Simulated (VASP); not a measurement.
TiO2, 6 atoms in the cell. It takes space group P4_2/mnm (No. 136, tetragonal). Conventional cell: a = 4.592 Å, b = 4.592 Å, c = 2.957 Å, α = 90.00°, β = 90.00°, γ = 90.00°. Within 2.6 Å of Ti (site symmetry mmm) lie 6 O at 1.95 to 1.98 Å. O (site symmetry m2m) has 3 Ti at 1.95 to 1.98 Å and 1 O at 2.53 Å within 2.6 Å. 

| Property | Result |
| --- | --- |
| Program | VASP 6.6.1 |
| Task | G0W0 quasiparticle levels |
| Functional | PBEsol |
| Potentials or basis | VASP PAW PBE potentials, release 64 (Ti_sv_GW, O_GW) |
| Cutoff | 500 eV |
| k mesh | 3 × 3 × 5 |
| Occupations | gaussian, width 0.01 eV |
| Spin | no spin polarisation |
| Dipole correction | no |
| GW scheme | G0W0 |
| GW iterations | 1 |
| Cutoff of the response function | 80 |
| Frequency points | 48 |
| Empty bands | 80 |
| Further INCAR settings | ALGO = EVGW0; EDIFF = 1e-08; NBANDS = 104 |

Potentials or basis: VASP PAW PBE potentials, release 64 (Ti_sv_GW, O_GW).

Run with:

```sh
$ cat potpaw_PBE.64/Ti_sv_GW/POTCAR potpaw_PBE.64/O_GW/POTCAR > POTCAR
$ cp INCAR.step1 INCAR
$ mpirun -np 1 vasp_std > vasp.out
$ cp INCAR.step2 INCAR
$ mpirun -np 1 vasp_std > vasp.out
$ cp INCAR.step3 INCAR
$ mpirun -np 1 vasp_std > vasp.out
```

Hardware: 1 thread of Intel(R) Xeon(R) 6975P-C (Granite Rapids), on a shared host.

Q: Estimate the wall time of this run.

A: It took 5.8 min on 1 thread of Intel(R) Xeon(R) 6975P-C (Granite Rapids) (shared host), peak memory 0.69 GiB. Counts: k points 9.
